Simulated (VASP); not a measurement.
## Cu: single point with PBE

Crystal: Cu.

```
CELL_PARAMETERS angstrom
-2.32164 2.32164 1.22338
2.32164 -2.32164 1.22338
2.32164 2.32164 -1.22338
ATOMIC_POSITIONS crystal
Cu 0.62500 0.87500 0.75000
Cu 0.37500 0.12500 0.25000
```

```json
{
 "Program": "VASP 6.6.1",
 "Task": "single point",
 "Functional": "PBE",
 "Potentials or basis": "VASP PAW PBE potentials, release 64 (Cu)",
 "Cutoff": "520 eV",
 "k mesh": "17 × 17 × 17",
 "Occupations": "fermi-dirac, width 0.05 eV",
 "Spin": "no spin polarisation",
 "Dipole correction": "no",
 "k mesh for the DOS": "26 × 26 × 26",
 "Occupations for the DOS": "tetrahedron",
 "Further INCAR settings": "ALGO = Normal; EDIFF = 1e-07; NBANDS = 18"
}
```

```json
{
 "Valence electrons inside the program's atomic spheres": "Cu 9.97"
}
```

Levels at points of the mesh, in eV from the Fermi level:
| k point | band 7 | band 8 | band 9 | band 10 | band 11 | band 12 | band 13 | band 14 | band 15 | band 16 |
| --- | --- | --- | --- | --- | --- | --- | --- | --- | --- | --- |
| (0.00, 0.00, 0.00) | -1.94 | -1.91 | -1.91 | -1.45 | -1.06 | 4.73 | 4.73 | 9.72 | 10.44 | 18.95 |
| (0.50, 0.00, 0.00) | -2.02 | -1.89 | -1.59 | -1.49 | 0.35 | 2.81 | 6.17 | 6.92 | 9.80 | 10.59 |
| (0.50, 0.50, 0.00) | -2.16 | -2.16 | -1.70 | -1.70 | -1.56 | -1.56 | 9.88 | 9.88 | 12.20 | 12.20 |
| (0.50, 0.50, 0.50) | -1.89 | -1.89 | -1.84 | -1.84 | -1.38 | -1.38 | 2.20 | 2.20 | 18.23 | 18.23 |

It took 16 min on 1 thread of Oxide Virtual Turin-like Processor (shared host), peak memory 0.66 GiB.
